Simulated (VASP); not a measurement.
A run of VASP 6.6.1:

The input INCAR:

```
SYSTEM = ZrSi7
ALGO     = Normal         ! electronic algorithm
EDIFF    = 1E-6           ! SCF threshold, eV
ENCUT    = 520            ! plane-wave cutoff, eV
GGA      = PE             ! functional
ISIF     = 2              ! what is computed and relaxed
ISMEAR   = 0              ! smearing method
LASPH    = .TRUE.         ! aspherical terms in the spheres
LCHARG   = .FALSE.        ! write CHGCAR
LREAL    = .FALSE.        ! projectors in reciprocal space
LWAVE    = .FALSE.        ! write WAVECAR
NBANDS   = 30             ! bands
NELM     = 60             ! most SCF steps
PREC     = Accurate       ! precision mode
SIGMA    = 0.1            ! smearing width, eV
```

File KPOINTS:

```
k-points
0
G
  6 6 6
  0 0 0
```

File POSCAR:

```
ZrSi7
1.0
    5.4001170501      0.0000000000      0.0000000000
   -2.7000585251      4.6766385488      0.0000000000
    0.0000000000      0.0000000000      4.9594282023
Zr Si
1 7
Direct
    0.0000000000      0.0000000000      0.0000000000
    0.4873822006      0.9747644013      0.0000000000
    0.4873822006      0.5126177994      0.0000000000
    0.0252355987      0.5126177994      0.0000000000
    0.3381353057      0.1690676529      0.5000000000
    0.8309323471      0.1690676529      0.5000000000
    0.8309323471      0.6618646943      0.5000000000
    0.3333333333      0.6666666667      0.5000000000
```

Potentials or basis: VASP PAW PBE potentials, release 64 (Zr_sv, Si).

Run with:

```sh
$ cat potpaw_PBE.64/Zr_sv/POTCAR potpaw_PBE.64/Si/POTCAR > POTCAR
$ mpirun -np 1 vasp_std > vasp.out
```

Hardware: 1 thread of Intel(R) Xeon(R) 6975P-C (Granite Rapids), on a shared host.

Q: How long does it take, and how much memory?

A: It took 44 s on 1 thread of Intel(R) Xeon(R) 6975P-C (Granite Rapids) (shared host), peak memory 0.27 GiB. Counts: scf iterations 13, k points 28.
